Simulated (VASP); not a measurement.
A run of VASP 6.6.1:

INCAR

```
ALGO     = Normal         # electronic algorithm
EDIFF    = 1E-7           # SCF threshold, eV
EDIFFG   = -0.025         # ionic threshold
ENCUT    = 500            # plane-wave cutoff, eV
GGA      = PE             # functional
GGA_COMPAT= F            
IBRION   = 2              # ionic algorithm
ISIF     = 3              # what is computed and relaxed
ISMEAR   = 0              # smearing method
LASPH    = T              # aspherical terms in the spheres
LCHARG   = F              # write CHGCAR
LREAL    = F              # projectors in reciprocal space
LWAVE    = F              # write WAVECAR
NELM     = 120            # most SCF steps
NELMIN   = 4            
NSW      = 90             # ionic steps
PREC     = Accurate       # precision mode
SIGMA    = 0.1            # smearing width, eV
```

KPOINTS

```
k-points
0
Gamma
  12 12 12
```

File POSCAR:

```
Sb
1.0
    0.0000000000      2.3966544406      2.3966544406
    2.3966544406      0.0000000000      2.3966544406
    2.3966544406      2.3966544406      0.0000000000
Sb
1
Direct
    0.0000000000      0.0000000000      0.0000000000
```

Potentials or basis: VASP PAW PBE potentials, release 64 (Sb).

Run with:

```sh
$ cat potpaw_PBE.64/Sb/POTCAR > POTCAR
$ mpirun -np 1 vasp_std > vasp.out
```

Hardware: 1 thread of Intel Xeon 6975P-C, with other jobs on the host.

Question: Estimate the wall time of this run.

Answer: Run time: 12 s on 1 thread of Intel Xeon 6975P-C (shared host), peak memory 0.16 GiB. Counts: scf iterations 12, k points 72, ion steps 1.
